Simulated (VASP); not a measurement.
Al3Cu2, 20 atoms in the cell. The cell holds a disordered packing, 20 atoms: a = 6.895 Å, b = 6.976 Å, c = 7.003 Å, α = 89.88°, β = 90.99°, γ = 93.07°. 

* Program: VASP 6.6.1
* Task: single point
* Functional: PBEsol
* Potentials or basis: VASP PAW PBE potentials, release 64 (Al, Cu)
* Cutoff: 520 eV
* k mesh: 1 × 1 × 1, shifted
* Occupations: fermi-dirac, width 0.1069 eV
* Spin: no spin polarisation
* Dipole correction: no
* Further INCAR settings: LREAL = Auto; ALGO = Normal; EDIFF = 1e-07; NBANDS = 78; ISYM = 0

Potentials or basis: VASP PAW PBE potentials, release 64 (Al, Cu).

The run is started by

```bash
$ cat potpaw_PBE.64/Al/POTCAR potpaw_PBE.64/Cu/POTCAR > POTCAR
$ mpirun -np 1 vasp_std > vasp.out
```

Hardware: 1 thread of Intel Xeon 8259CL, with other jobs on the host.

Problem. How long does it take, and how much memory?

Solution. It took 2.6 min on 1 thread of Intel Xeon 8259CL (shared host), peak memory 0.37 GiB. Counts: scf iterations 20, k points 1.
